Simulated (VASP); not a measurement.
# InO in VASP: further runs

Runs on InO. Level: PBE+D3(BJ). Tasks: single point.

Everything below comes from runs of VASP 6.6.1. Logs are shortened: lines on timing, memory, paths and dates and some standing lists are left out, and cuts for length are marked.

## Step 1: The cell of the first run

The cell holds a slab with vacuum, 4 atoms: a = 3.430 Å, b = 3.430 Å, c = 15.852 Å, α = 90.00°, β = 90.00°, γ = 120.00°.

## Step 2: Single point, PBE+D3(BJ)

The input, INCAR:

```
SYSTEM = InO
ALGO = Normal
EDIFF = 1E-6
ENCUT = 520
GGA = PE
ISIF = 2
ISMEAR = 0
IVDW = 12
LASPH = .TRUE.
LCHARG = .FALSE.
LREAL = .FALSE.
LWAVE = .FALSE.
NBANDS = 27
NELM = 60
PREC = Accurate
SIGMA = 0.05
```

The input, KPOINTS:

```
k-points
0
G
  12 12 2
  0 0 0
```

The input, POSCAR:

```
InO
1.0
    3.4297831903      0.0000000000      0.0000000000
   -1.7148915952      2.9702793723      0.0000000000
    0.0000000000      0.0000000000     15.8520222305
In O
2 2
Direct
    0.6666666667      0.3333333333      0.5895266171
    0.6666666667      0.3333333333      0.4104733829
    0.0000000000      0.0000000000      0.6398766426
    0.0000000000      0.0000000000      0.3601233574
```

Potentials or basis: VASP PAW PBE potentials, release 64 (In_d, O).

Run with:

```sh
$ cat potpaw_PBE.64/In_d/POTCAR potpaw_PBE.64/O/POTCAR > POTCAR
$ mpirun -np 1 vasp_std > vasp.out
```

OUTCAR:

```text
SYSTEM = InO
   EDIFF = 1E-6
   ENCUT = 520
   GGA = PE
   ISIF = 2
   ISMEAR = 0
   IVDW = 12
   LASPH = .TRUE.
   LREAL = .FALSE.
   NELM = 60
   PREC = Accurate
 IVDW          = 12

 ion  position               nearest neighbor table
   1  0.667  0.333  0.590-   3 2.13   3 2.13   3 2.13   2 2.84
   2  0.667  0.333  0.410-   4 2.13   4 2.13   4 2.13   1 2.84
   3  0.000  0.000  0.640-   1 2.13   1 2.13   1 2.13
   4  0.000  0.000  0.360-   2 2.13   2 2.13   2 2.13

  LATTYP: Found a hexagonal cell.
 ALAT       =     3.4297831903
 C/A-ratio  =     4.6218729730

  Lattice vectors:

 A1 = (   3.4297831903,   0.0000000000,   0.0000000000)
 A2 = (  -1.7148915952,   2.9702793723,   0.0000000000)
 A3 = (   0.0000000000,   0.0000000000,  15.8520222305)

Analysis of symmetry for initial positions (statically):
=====================================================================
 Subroutine PRICEL returns:
 Original cell was already a primitive cell.

 Routine SETGRP: Setting up the symmetry group for a
 hexagonal supercell.

 Subroutine GETGRP returns: Found 12 space group operations
 (whereof 12 operations were pure point group operations)
 out of a pool of 24 trial point group operations.

The static configuration has the point symmetry D_3h.

Analysis of symmetry for dynamics (positions and initial velocities):
=====================================================================
 Subroutine PRICEL returns:
 Original cell was already a primitive cell.

 Routine SETGRP: Setting up the symmetry group for a
 hexagonal supercell.

 Subroutine GETGRP returns: Found 12 space group operations
 (whereof 12 operations were pure point group operations)
 out of a pool of 24 trial point group operations.

The dynamic configuration has the point symmetry D_3h.

 Subroutine INISYM returns: Found 12 space group operations
 (whereof 12 operations are pure point group operations),
 and found     1 'primitive' translations

----------------------------------------------------------------------------------------

                                     Primitive cell

  volume of cell :     161.4911

  direct lattice vectors                    reciprocal lattice vectors
[... 87 lines left out ...]
   LSORBIT =      F    spin-orbit coupling
   LASPH  =      T    aspherical Exc in radial PAW
   ENCUT  =  520.0 eV  38.22 Ry    6.18 a.u.   6.38  6.38 29.47*2*pi/ulx,y,z
   NELM   =     60;   NELMIN=  2; NELMDL= -5     # of ELM steps
   EDIFF  = 0.1E-05   stopping-criterion for ELM
   LREAL  =      F    real-space projection
   EDIFFG = 0.1E-04   stopping-criterion for IOM
   NSW    =      0    number of steps for IOM
   IBRION =     -1    ionic relax: 0-MD 1-quasi-New 2-CG
   NFREE  =      0    steps in history (QN), initial steepest desc. (CG)
   ISIF   =      2    stress and relaxation
   ISYM   =      2    0-nonsym 1-usesym 2-fastsym
   POTIM  = 0.5000    time-step for ionic-motion
   TEBEG  =    0.0;   TEEND  =   0.0 temperature during run
   PSTRESS=    0.0 pullay stress
   NELECT =      38.0000    total number of electrons
   NUPDOWN=      -1.0000    fix difference up-down
   EMIN   =  10.00;   EMAX   =-10.00  energy-range for DOS
   EFERMI =   0.00;   METHOD = LEGACY
   ISMEAR =     0;   SIGMA  =   0.05  broadening in eV -4-tet -1-fermi 0-gaus
   EFERMI_NEDOS =   21; number of points for ismear=-14 and -15
   IALGO  =     38    algorithm
   IMIX   =      4    mixing-type and parameters
     AMIX     =   0.40;   BMIX     =  1.00
     AMIX_MAG =   1.60;   BMIX_MAG =  1.00
  volume/ion in A,a.u.               =      40.37       272.45
  Fermi-wavevector in a.u.,A,eV,Ry     =   1.010694  1.909935 13.898392  1.021503
  Thomas-Fermi vector in A             =   2.143699
   LORBIT       =      0    0 simple, 1 ext, 2 COOP (PROOUT), +10 PAW based schemes
   GGA     = PE    functional components
   LHFCALC =     F    Hartree Fock is set to
   AEXX    =    0.0000 exact exchange contribution
   IVDW    =    12    specifies the selected vdW correction
   LEPSILON=     F    determine dielectric tensor
   LRPA    =     F    only Hartree local field effects (RPA)
 non-spin polarized calculation
 Gauss-broadening in eV      SIGMA  =   0.05
  energy-cutoff  :      520.00
  volume of cell :      161.49
 maximum number of plane-waves:      4374
 NGX is ok and might be reduce to    28
   NGX = 13   NGY = 13   NGZ = 59

 number of electron      37.9999987 magnetization

 Free energy of the ion-electron system (eV)
  ---------------------------------------------------
  ext. energy  EPLUGINS =         0.00000000
  ---------------------------------------------------
  free energy    TOTEN  =       -19.41794045 eV

  energy without entropy =      -19.41794045  energy(sigma->0) =      -19.41794045

 E-fermi :  -1.3705     XC(G=0):  -4.9192

 val. band max:       -1.5946043922   @ k =   0.3333   0.3333   0.5000
 cond. band min:      -1.1686086957   @ k =   0.0000   0.0000   0.5000
 fundamental gap:      0.4259956965
 Fermi energy:        -1.3704853819

 k-point     1 :       0.0000    0.0000    0.0000
  band No.  band energies     occupation
      1     -19.3171      2.00000
      2     -19.2963      2.00000
      3     -15.1384      2.00000
      4     -15.1384      2.00000
      5     -15.0921      2.00000
      6     -15.0921      2.00000
[... 709 lines left out ...]
     26       6.9313      0.00000
     27       7.3854      0.00000

 [... further k-points ...]

------------------------ aborting loop because EDIFF is reached ----------------------------------------

 Edisp (eV)   -0.57658

 E8    (eV) :    -0.2697

  FORCE on cell =-STRESS in cart. coord.  units (eV):
  Direction    XX          YY          ZZ          XY          YZ          ZX
  --------------------------------------------------------------------------------------
  -------------------------------------------------------------------------------------
  Total       0.14334     0.14334    -0.01404    -0.00000     0.00000     0.00000
  in kB       1.42212     1.42212    -0.13930    -0.00000     0.00000     0.00000
  external pressure =        0.90 kB  Pullay stress =        0.00 kB

 VOLUME and BASIS-vectors are now :
 -----------------------------------------------------------------------------
  energy-cutoff  :      520.00
  volume of cell :      161.49
      direct lattice vectors                 reciprocal lattice vectors
     3.429783190  0.000000000  0.000000000     0.291563619  0.168334334  0.000000000
    -1.714891595  2.970279372  0.000000000     0.000000000  0.336668668  0.000000000
     0.000000000  0.000000000 15.852022230     0.000000000  0.000000000  0.063083434

 POSITION                                       TOTAL-FORCE (eV/Angst)
 -----------------------------------------------------------------------------------
      1.71489      0.99009      9.34519        -0.000000      0.000000     -0.031475
      1.71489      0.99009      6.50683        -0.000000      0.000000      0.031475
      0.00000      0.00000     10.14334         0.000000     -0.000000      0.034995
      0.00000      0.00000      5.70868         0.000000     -0.000000     -0.034995
 -----------------------------------------------------------------------------------
    total drift:                               -0.000000      0.000000      0.000000

  FREE ENERGIE OF THE ION-ELECTRON SYSTEM (eV)
  ---------------------------------------------------
  free  energy   TOTEN  =       -19.9945207681 eV

  energy  without entropy=      -19.9945207681  energy(sigma->0) =      -19.99452077
```

Run time: 2.3 min. Hardware: 1 thread of AMD EPYC 9R45 (Zen 5), shared host; peak memory 0.35 GiB.

Results:

* Free energy: -19.9945 eV
* Largest force: 0.035 eV/Å
* Band gap on the k mesh: 0.43 eV, indirect (least direct gap 1.16 eV)
* Dispersion energy per atom: -0.144 eV

Forces in eV/Å, atoms in the order of the input:
```
In   0.000  0.000 -0.031
In   0.000  0.000  0.031
O    0.000  0.000  0.035
O    0.000  0.000 -0.035
```

Caveat: spin-orbit coupling is left out, which moves the levels of the heavy elements.

## Step 3: Single point, PBE+D3(BJ)

The input, INCAR:

```
  PREC = Accurate
  ENCUT = 520
  EDIFF = 1E-6
  ISMEAR = 0
  SIGMA = 0.02
  LREAL = F
  LASPH = T
  NELM = 80
  ALGO = Normal
  ISIF = 2
  LWAVE = F
  LCHARG = T
  GGA = PE
  IVDW = 12
  LELF = T
  LVHAR = T
  NBANDS = 27
```

The input, KPOINTS:

```
Automatic mesh
0
Gamma
  12 12 4
```

POSCAR is that of step 2.

Potentials or basis: VASP PAW PBE potentials, release 64 (In_d, O).

Run with:

```sh
$ cat potpaw_PBE.64/In_d/POTCAR potpaw_PBE.64/O/POTCAR > POTCAR
$ mpirun -np 1 vasp_std > vasp.out
```

It took 3.7 min on 1 thread of AMD EPYC 9R45 (Zen 5), shared host; peak memory 0.4 GiB.

The run converged. Its results:

```
Free energy                : -19.9945 eV
Largest force              : 0.035 eV/Å
Band gap on the k mesh     : 0.43 eV, indirect (least direct gap 1.16 eV)
Dispersion energy per atom : -0.144 eV
```

Forces in eV/Å, atoms in the order of the input:
```
In   0.000  0.000 -0.031
In   0.000  0.000  0.031
O    0.000  0.000  0.035
O    0.000  0.000 -0.035
```

Levels at points of the mesh, in eV from the valence-band top:
```csv
k point,band 16,band 17,band 18,band 19,band 20,band 21,band 22,band 23
"(0.00, 0.00, 0.00)",-1.70,-1.66,-1.66,-0.73,0.43,3.35,6.20,6.23
"(0.50, 0.00, 0.00)",-2.60,-2.49,-1.99,-0.25,2.31,4.27,5.42,7.00
"(0.00, 0.00, 0.50)",-1.70,-1.66,-1.66,-0.73,0.43,3.35,5.97,6.67
"(0.50, 0.00, 0.50)",-2.60,-2.49,-1.99,-0.25,2.31,4.27,5.42,7.00
```

Caveat: spin-orbit coupling is left out, which moves the levels of the heavy elements.
